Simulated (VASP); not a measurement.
A run of VASP 6.6.1 is set up as follows.

Contents of INCAR:

```
SYSTEM = Ga6AsP4
PREC = Accurate
ENCUT = 400
EDIFF = 1E-6
ISMEAR = 0
SIGMA = 0.02
LREAL = .FALSE.
LASPH = .TRUE.
NELM = 120
ALGO = Normal
ISIF = 2
LWAVE = .FALSE.
LCHARG = .FALSE.
GGA = PE
NBANDS = 62
GGA_COMPAT = .FALSE.
```

KPOINTS

```
Automatic mesh
0
Gamma
  2 3 3
  0.5 0 0
```

The input POSCAR:

```
Ga6AsP4
1.0
    0.0000000000      0.0000000000      6.3938253771
   -5.8216462079     -3.3611290053      0.0000000000
    5.8216462079     -3.3611290053      0.0000000000
Ga As P
6 1 4
Direct
    0.4781517823      0.3387063954      0.3449037833
    0.5019187749      1.0061888825      0.6659040336
    0.5166844268      0.6637436530      0.0033101841
    1.0061818427      0.2957730375      1.0505951004
    1.0046347251      1.0199887173      0.2516824959
    0.9682139619      0.6713477799      0.6418434106
    0.8716457944      0.0873836302      0.6428031601
    0.8853790440      0.6327401143      0.0006613399
    0.3805698242      0.3344849995      1.0071600230
    0.3748691681      0.9962985696      0.3262650669
    0.3817009155      0.6755667225      0.6759824125
```

Potentials or basis: VASP PAW PBE potentials, release 64 (Ga_d, As, P).

Launch:

```console
$ cat potpaw_PBE.64/Ga_d/POTCAR potpaw_PBE.64/As/POTCAR potpaw_PBE.64/P/POTCAR > POTCAR
$ mpirun -np 1 vasp_std > vasp.out
```

Problem. Predict the largest force.

Solution. 1.003 eV/Å.

Problem. Estimate the pressure.

Solution. -1.9 GPa.

Forces on the atoms (eV/Å):
```
Ga  -0.080  0.002 -0.035
Ga   0.021  0.018 -0.092
Ga  -0.061 -0.009  0.019
Ga  -0.071 -0.377 -0.061
Ga  -0.031 -0.131 -0.060
Ga  -0.160  0.085  0.077
As   0.879  0.428  0.225
P   -0.351  0.015  0.041
P   -0.057 -0.017 -0.005
P   -0.056 -0.027  0.006
P   -0.033  0.014 -0.114
```

Caveat: the k points lie up to 0.49 Å⁻¹ apart, too coarse for converged energies and pressures of a metal; an odd number of electrons without spin polarisation forces a metal; a magnetic or distorted state may lie lower.
